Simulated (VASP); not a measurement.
# K (Pm-3m) in VASP: notebook, part 2 of 2

VASP 6.6.1. The steps go on from the part before.

### 4 Single point, PBE (88.79 Å³/atom)

This run uses another cell than the first one, of 88.79 Å³/atom.

Contents of INCAR:

```
SYSTEM = K
ALGO = Normal
EDIFF = 1E-6
ENCUT = 520
GGA = PE
ISIF = 2
ISMEAR = -1
LASPH = .TRUE.
LCHARG = .FALSE.
LREAL = .FALSE.
LWAVE = .FALSE.
NBANDS = 10
NELM = 60
PREC = Accurate
SIGMA = 0.1
```

Contents of KPOINTS:

```
k-points
0
G
  12 12 12
  0 0 0
```

Contents of POSCAR:

```
K
1.0
    4.4612876142      0.0000000000      0.0000000000
    0.0000000000      4.4612876142      0.0000000000
    0.0000000000      0.0000000000      4.4612876142
K
1
Direct
    0.0000000000      0.0000000000      0.0000000000
```

Potentials or basis: VASP PAW PBE potentials, release 64 (K_sv).

The run is started by

```sh
> cat potpaw_PBE.64/K_sv/POTCAR > POTCAR
> mpirun -np 1 vasp_std > vasp.out
```

OUTCAR:

```text
SYSTEM = K
   EDIFF = 1E-6
   ENCUT = 520
   GGA = PE
   ISIF = 2
   ISMEAR = -1
   LASPH = .TRUE.
   LREAL = .FALSE.
   NELM = 60
   PREC = Accurate

 ion  position               nearest neighbor table
   1  0.000  0.000  0.000-

  LATTYP: Found a simple cubic cell.
 ALAT       =     4.4612876142

  Lattice vectors:

 A1 = (   4.4612876142,   0.0000000000,   0.0000000000)
 A2 = (   0.0000000000,   4.4612876142,   0.0000000000)
 A3 = (   0.0000000000,   0.0000000000,   4.4612876142)

Analysis of symmetry for initial positions (statically):
=====================================================================
 Subroutine PRICEL returns:
 Original cell was already a primitive cell.

 Routine SETGRP: Setting up the symmetry group for a
 simple cubic supercell.

 Subroutine GETGRP returns: Found 48 space group operations
 (whereof 48 operations were pure point group operations)
 out of a pool of 48 trial point group operations.

The static configuration has the point symmetry O_h .

Analysis of symmetry for dynamics (positions and initial velocities):
=====================================================================
 Subroutine PRICEL returns:
 Original cell was already a primitive cell.

 Routine SETGRP: Setting up the symmetry group for a
 simple cubic supercell.

 Subroutine GETGRP returns: Found 48 space group operations
 (whereof 48 operations were pure point group operations)
 out of a pool of 48 trial point group operations.

The dynamic configuration has the point symmetry O_h .

 Subroutine INISYM returns: Found 48 space group operations
 (whereof 48 operations are pure point group operations),
 and found     1 'primitive' translations

----------------------------------------------------------------------------------------

                                     Primitive cell

  volume of cell :      88.7934

  direct lattice vectors                    reciprocal lattice vectors
     4.461287614  0.000000000  0.000000000     0.224150534  0.000000000  0.000000000
     0.000000000  4.461287614  0.000000000     0.000000000  0.224150534  0.000000000
     0.000000000  0.000000000  4.461287614     0.000000000  0.000000000  0.224150534

  length of vectors
     4.461287614  4.461287614  4.461287614     0.224150534  0.224150534  0.224150534

  position of ions in fractional coordinates (direct lattice)
     0.000000000  0.000000000  0.000000000

  ion indices of the primitive-cell ions
   primitive index   ion index
                 1           1

----------------------------------------------------------------------------------------

 KPOINTS: k-points

Automatic generation of k-mesh.
 Grid dimensions read from file:
 generate k-points for:   12   12   12

 Generating k-lattice:

  Cartesian coordinates                     Fractional coordinates (reciprocal lattice)
     0.018679211  0.000000000  0.000000000     0.083333333  0.000000000  0.000000000
     0.000000000  0.018679211  0.000000000     0.000000000  0.083333333  0.000000000
     0.000000000  0.000000000  0.018679211     0.000000000  0.000000000  0.083333333

  Length of vectors
     0.018679211  0.018679211  0.018679211

  Shift w.r.t. Gamma in fractional coordinates (k-lattice)
     0.000000000  0.000000000  0.000000000

 Subroutine IBZKPT returns following result:
 ===========================================

 Found     84 irreducible k-points:

 Following reciprocal coordinates:
            Coordinates               Weight
  0.000000  0.000000  0.000000      1.000000
  0.083333  0.000000  0.000000      6.000000
  0.166667  0.000000  0.000000      6.000000
  0.250000  0.000000  0.000000      6.000000
  0.333333  0.000000  0.000000      6.000000
  0.416667  0.000000  0.000000      6.000000
[... 16 lines left out ...]
  0.333333  0.333333  0.000000     12.000000
  0.416667  0.333333  0.000000     24.000000
 [... further k-points ...]
   k-points           NKPTS =     84   k-points in BZ     NKDIM =     84   number of bands    NBANDS=     10
   number of dos      NEDOS =    301   number of ions     NIONS =      1
   total plane-waves  NPLWV =  46656
   dimension x,y,z NGX =    36 NGY =   36 NGZ =   36
   dimension x,y,z NGXF=    72 NGYF=   72 NGZF=   72
   ions per type =               1
   NGX,Y,Z   is equivalent  to a cutoff of  13.42, 13.42, 13.42 a.u.
   NGXF,Y,Z  is equivalent  to a cutoff of  26.83, 26.83, 26.83 a.u.
 SYSTEM =  K
   PREC   = accura    normal or accurate (medium, high low for compatibility)
   ISTART =      0    job   : 0-new  1-cont  2-samecut
   ICHARG =      2    charge: 1-file 2-atom 10-const
   ISPIN  =      1    spin polarized calculation?
   LNONCOLLINEAR =      F non collinear calculations
   LSORBIT =      F    spin-orbit coupling
   LASPH  =      T    aspherical Exc in radial PAW
   ENCUT  =  520.0 eV  38.22 Ry    6.18 a.u.   8.30  8.30  8.30*2*pi/ulx,y,z
   NELM   =     60;   NELMIN=  2; NELMDL= -5     # of ELM steps
   EDIFF  = 0.1E-05   stopping-criterion for ELM
   LREAL  =      F    real-space projection
   EDIFFG = 0.1E-04   stopping-criterion for IOM
   NSW    =      0    number of steps for IOM
   IBRION =     -1    ionic relax: 0-MD 1-quasi-New 2-CG
   NFREE  =      0    steps in history (QN), initial steepest desc. (CG)
   ISIF   =      2    stress and relaxation
   ISYM   =      2    0-nonsym 1-usesym 2-fastsym
   POTIM  = 0.5000    time-step for ionic-motion
   TEBEG  =    0.0;   TEEND  =   0.0 temperature during run
   PSTRESS=    0.0 pullay stress
   NELECT =       9.0000    total number of electrons
   NUPDOWN=      -1.0000    fix difference up-down
   EMIN   =  10.00;   EMAX   =-10.00  energy-range for DOS
   EFERMI =   0.00;   METHOD = LEGACY
   ISMEAR =    -1;   SIGMA  =   0.10  broadening in eV -4-tet -1-fermi 0-gaus
   EFERMI_NEDOS =   21; number of points for ismear=-14 and -15
   IALGO  =     38    algorithm
   IMIX   =      4    mixing-type and parameters
     AMIX     =   0.40;   BMIX     =  1.00
     AMIX_MAG =   1.60;   BMIX_MAG =  1.00
  volume/ion in A,a.u.               =      88.79       599.21
  Fermi-wavevector in a.u.,A,eV,Ry     =   0.763300  1.442428  7.927127  0.582627
  Thomas-Fermi vector in A             =   1.862952
   LORBIT       =      0    0 simple, 1 ext, 2 COOP (PROOUT), +10 PAW based schemes
   GGA     = PE    functional components
   LHFCALC =     F    Hartree Fock is set to
   AEXX    =    0.0000 exact exchange contribution
   IVDW    =     0    specifies the selected vdW correction
   LEPSILON=     F    determine dielectric tensor
   LRPA    =     F    only Hartree local field effects (RPA)
 non-spin polarized calculation
  energy-cutoff  :      520.00
  volume of cell :       88.79
 maximum number of plane-waves:      2440
 NGX is ok and might be reduce to    36
   NGX = 17   NGY = 17   NGZ = 17

 number of electron       8.9999999 magnetization

 Free energy of the ion-electron system (eV)
  ---------------------------------------------------
  ext. energy  EPLUGINS =         0.00000000
  ---------------------------------------------------
  free energy    TOTEN  =        -0.94818996 eV

  energy without entropy =       -0.92061770  energy(sigma->0) =       -0.93440383

 E-fermi :  -0.4682     XC(G=0):  -5.2054

 val. band max:       -0.4747242939   @ k =   0.5000   0.0833   0.0000
 cond. band min:      -0.4544454288   @ k =   0.4167   0.2500   0.0833
 fundamental gap:      0.0202788651
 Fermi energy:        -0.4682157722

 k-point     1 :       0.0000    0.0000    0.0000
  band No.  band energies     occupation
      1     -32.8584      2.00000
      2     -16.3080      2.00000
      3     -16.3080      2.00000
      4     -16.3080      2.00000
      5      -2.3816      2.00000
      6       2.3954      0.00000
      7       2.3954      0.00000
      8       5.4200      0.00000
      9       5.4202      0.00000
     10       5.4319      0.00000
[... 287 lines left out ...]
 k-point    24 :       0.4167    0.3333    0.0000
  band No.  band energies     occupation
      1     -32.8542      2.00000
      2     -16.3576      2.00000
      3     -16.3460      2.00000
      4     -16.2998      2.00000
      5      -0.1593      0.08714
      6       0.9449      0.00000
      7       1.9497      0.00000
      8       2.7976      0.00000
      9       4.3662      0.00000
     10       4.6337      0.00000

 [... further k-points ...]

------------------------ aborting loop because EDIFF is reached ----------------------------------------

  FORCE on cell =-STRESS in cart. coord.  units (eV):
  Direction    XX          YY          ZZ          XY          YZ          ZX
  --------------------------------------------------------------------------------------
  -------------------------------------------------------------------------------------
  Total       -0.1413610     -0.1413610     -0.1413610      0.0000000     -0.0000000      0.0000000
  in kB       -2.5507004     -2.5507004     -2.5507004      0.0000000     -0.0000000      0.0000000
  external PRESSURE =      -2.5507004 kB  Pullay stress =       0.0000000 kB

 VOLUME and BASIS-vectors are now :
 -----------------------------------------------------------------------------
  energy-cutoff  :      520.00
  volume of cell :       88.79
      direct lattice vectors                 reciprocal lattice vectors
     4.461287614  0.000000000  0.000000000     0.224150534  0.000000000  0.000000000
     0.000000000  4.461287614  0.000000000     0.000000000  0.224150534  0.000000000
     0.000000000  0.000000000  4.461287614     0.000000000  0.000000000  0.224150534

 POSITION                                       TOTAL-FORCE (eV/Angst)
 -----------------------------------------------------------------------------------
      0.00000      0.00000      0.00000         0.000000      0.000000      0.000000
 -----------------------------------------------------------------------------------
    total drift:                                0.000000      0.000000     -0.000000

  FREE ENERGIE OF THE ION-ELECTRON SYSTEM (eV)
  ---------------------------------------------------
  free  energy   TOTEN  =        -0.9481899567 eV

  energy  without entropy=       -0.9206176983  energy(sigma->0) =       -0.93440383
```

stdout:

```text
POSCAR found type information on POSCAR K
 POSCAR found :  1 types and       1 ions
 scaLAPACK will be used
 LDA part: xc-table for (Slater+PW92), standard interpolation
 POSCAR, INCAR and KPOINTS ok, starting setup
 FFT: planning ... GRIDC
 FFT: planning ... GRID_SOFT
 FFT: planning ... GRID
 WAVECAR not read
 entering main loop
```

It took 24 s on 1 thread of Intel Xeon Platinum 8488C (Sapphire Rapids), shared host; peak memory 0.23 GiB.

What came out:

* Free energy: -0.9482 eV
* Pressure: -0.3 GPa
* Band gap on the k mesh: zero (an odd number of electrons rules out a gap without spin polarisation)

### 5 Summary

| cell | gap on the mesh (eV) | pressure (GPa) |
| --- | --- | --- |
| a = 4.352 Å, 1 atom | none | -0.1 |
| a = 4.408 Å, 1 atom | none | -0.2 |
| a = 4.461 Å, 1 atom | none | -0.3 |

Alike in all rows: task single point; level PBE; potentials or basis VASP PAW PBE potentials, release 64 (K_sv); no spin polarisation; k mesh 12 × 12 × 12; cutoff (eV) 520; smearing fermi-dirac 0.1 eV.

Total energies depend on the potentials used, so only differences within one code and one set of settings carry meaning.
